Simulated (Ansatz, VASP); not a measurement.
# PbS: VASP beside Ansatz

File INCAR:

```
SYSTEM = PbS
PREC     = Accurate       ! precision mode
ENCUT    = 520            ! plane-wave cutoff, eV
EDIFF    = 1E-6           ! SCF threshold, eV
ISMEAR   = -1             ! smearing method
SIGMA    = 0.01           ! smearing width, eV
LREAL    = .False.        ! projectors in reciprocal space
LASPH    = .True.         ! aspherical terms in the spheres
NELM     = 60             ! most SCF steps
ALGO     = Normal         ! electronic algorithm
ISIF     = 2              ! what is computed and relaxed
LWAVE    = .False.        ! write WAVECAR
LCHARG   = .True.         ! write CHGCAR
GGA      = PE             ! functional
LELF     = .True.         ! ELF
LVHAR    = .True.       
NBANDS   = 17             ! bands
```

KPOINTS

```
Automatic mesh
0
Gamma
  8 8 8
  0 0 0
```

Contents of POSCAR:

```
PbS
1.0
    0.0000000000      2.9650000000      2.8760500000
    2.9650000000      0.0000000000      2.8760500000
    2.9650000000      2.9650000000      0.0000000000
Pb S
1 1
Direct
    0.0000000000      0.0000000000      0.0000000000
    0.5000000000      0.5000000000      0.5000000000
```

Input for Ansatz:

```yaml
crystal:
  lattice:
    - [0.0, 2.965, 2.87605]
    - [2.965, 0.0, 2.87605]
    - [2.965, 2.965, 0.0]
  atoms:
    - { symbol: Pb, position: [0.0, 0.0, 0.0] }
    - { symbol: S, position: [0.5, 0.5, 0.5] }
kpoints:
  mp_grid: { grid: [8, 8, 8] }
  band_path:
    path:
      - [0.0, 0.0, 0.0]
      - [0.0, 0.5, 0.5]
      - [0.25, 0.75, 0.5]
      - [0.0, 0.5, 0.0]
      - [0.0, 0.0, 0.0]
      - [0.5, 0.5, 0.0]
      - [0.3828515251, 0.6171484749, 0.0]
      - [-0.3828515251, 0.3828515251, 0.0]
      - [0.0, 0.0, 0.0]
    npoints: 5
scf:
  occupations: { method: fermi_dirac, width: 0.01 }
hamiltonian:
  xc: pbe
  pseudopotentials: { kind: all_electron, lapw: { basis_error: 0.0005 } }
output:
  forces: true
  stress: true
  eigenvalues: true
```

Change from the starting cell: zz strain of -3 %.

Alike in both runs: task single point; functional PBE; k mesh 8 × 8 × 8; occupations fermi-dirac, width 0.01 eV; no spin polarisation.

|  | VASP | Ansatz |
| --- | --- | --- |
| version | VASP 6.6.1 | Ansatz 0.2.0 |
| potentials or method | VASP PAW PBE potentials, release 64 (Pb_d, S), cutoff 520 eV | all-electron LAPW, scalar-relativistic |

```tsv
	VASP	Ansatz	Ansatz less VASP
pressure (GPa)	4.4	4.5	+0.10
traceless stress, the component that is largest in VASP (GPa)	3.23	3.23	-0.002
```

Ansatz ran all-electron here, and VASP with PAW potentials.

Neither program's run includes spin-orbit coupling.
